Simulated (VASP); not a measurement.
Input of a VASP 6.6.1 run:

Contents of INCAR:

```
SYSTEM = Na3Zn2N
PREC     = Accurate       ! precision mode
ENCUT    = 520            ! plane-wave cutoff, eV
EDIFF    = 1E-6           ! SCF threshold, eV
ISMEAR   = 0              ! smearing method
SIGMA    = 0.1            ! smearing width, eV
LREAL    = .False.        ! projectors in reciprocal space
LASPH    = .True.         ! aspherical terms in the spheres
NELM     = 150            ! most SCF steps
ALGO     = Normal         ! electronic algorithm
ISIF     = 2              ! what is computed and relaxed
LWAVE    = .False.        ! write WAVECAR
LCHARG   = .False.        ! write CHGCAR
ISPIN    = 2              ! spin polarisation
MAGMOM   = 0 0 0 0 0 1    ! initial moments
LORBIT   = 11             ! projections on sites
GGA      = PE             ! functional
NBANDS   = 38             ! bands
```

Contents of KPOINTS:

```
Automatic mesh
0
Gamma
  6 6 4
  0 0 0
```

File POSCAR:

```
Na3Zn2N
1.0
    4.1697889400      0.0000000000      0.0000000000
   -2.0848944700      3.6111431500      0.0000000000
    0.0000000000      0.0000000000      7.1521727600
Na Zn N
3 2 1
Direct
    0.0000000000      0.0000000000      0.5000000000
    0.3333333300      0.6666666700      0.0000000000
    0.6666666700      0.3333333300      0.0000000000
    0.0000000000      0.0000000000      0.7887114500
    0.0000000000      0.0000000000      0.2112885500
    0.0000000000      0.0000000000      0.0000000000
```

Potentials or basis: VASP PAW PBE potentials, release 64 (Na_pv, Zn, N).

Launch:

```bash
$ cat potpaw_PBE.64/Na_pv/POTCAR potpaw_PBE.64/Zn/POTCAR potpaw_PBE.64/N/POTCAR > POTCAR
$ mpirun -np 1 vasp_std > vasp.out
```

Question: What does it give for the pressure?

Answer: 40.1 GPa.

Question: Estimate the net moment.

Answer: 0.00 μB per cell.

Question: Estimate the largest force.

Answer: 11.103 eV/Å.

Question: Estimate the band gap on the k mesh.

Answer: Zero (filled and empty bands overlap).

Stress tensor (GPa, compression positive):
```
  9.04   0.00   0.00
  0.00   9.04   0.00
  0.00   0.00 102.16
```

Caveat: the stress differs along the axes, from 9 to 102 GPa; forces of over 1 eV/Å act on the atoms, so gaps and moduli don't describe the material at rest.
